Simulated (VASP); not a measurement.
SiO2, 9 atoms in the cell. It takes space group P6_422 (No. 181, hexagonal). Conventional cell: a = 5.182 Å, b = 5.182 Å, c = 5.585 Å, α = 90.00°, β = 90.00°, γ = 120.00°. Within 2.2 Å of Si (site symmetry 222) lie 4 O at 1.64 Å. O (site symmetry 2) has 2 Si at 1.64 Å within 2.2 Å.  This cell differs from its parent crystal: strain +0.015 along x and y, +0.000 along z.

```yaml
Program: VASP 6.6.1
Task: single point
Functional: PBE
Potentials_or_basis: VASP PAW PBE potentials, release 64 (Si, O)
Cutoff: 520 eV
k_mesh: 6 × 6 × 4
Occupations: gaussian, width 0.05 eV
Spin: no spin polarisation
Dipole_correction: no
Further_INCAR_settings: ALGO = Normal; EDIFF = 1e-07; NBANDS = 34
```

Potentials or basis: VASP PAW PBE potentials, release 64 (Si, O).

Run with:

```sh
$ cat potpaw_PBE.64/Si/POTCAR potpaw_PBE.64/O/POTCAR > POTCAR
$ mpirun -np 1 vasp_std > vasp.out
```

Hardware: 1 thread of Intel Xeon 8259CL, on a shared host.

Problem. Estimate the wall time of this run.

Solution. Wall time 2 min on 1 thread of Intel Xeon 8259CL, on a shared host, peak memory 0.27 GiB. Counts: scf iterations 15, k points 21.
